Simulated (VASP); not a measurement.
A run of VASP 6.6.1 is set up as follows.

INCAR

```
SYSTEM = Ge
ALGO = Normal
EDIFF = 1E-6
ENCUT = 520
GGA = PS
ISIF = 2
ISMEAR = -1
LASPH = .TRUE.
LCHARG = .FALSE.
LREAL = .FALSE.
LWAVE = .FALSE.
NBANDS = 21
NELM = 60
PREC = Accurate
SIGMA = 0.08
```

KPOINTS

```
k-points
0
G
  16 16 9
  0 0 0
```

Contents of POSCAR:

```
Ge
1.0
    2.5590624784      0.0000000000      0.0000000000
   -1.2795312392      2.2162131162      0.0000000000
    0.0000000000      0.0000000000      4.1976612598
Ge
2
Direct
    0.3333333333      0.6666666667      0.2500000000
    0.6666666667      0.3333333333      0.7500000000
```

Potentials or basis: VASP PAW PBE potentials, release 64 (Ge_d).

The run is started by

```bash
$ cat potpaw_PBE.64/Ge_d/POTCAR > POTCAR
$ mpirun -np 1 vasp_std > vasp.out
```

Q: What does it give for the pressure?

A: 84.5 GPa.

Q: Estimate the band gap on the k mesh.

A: Zero (band 14 reaches 23.52 eV, above the bottom of band 15 at 8.46 eV).

Caveat: the PAW data sets were made with another functional, which shifts forces and pressure a little.
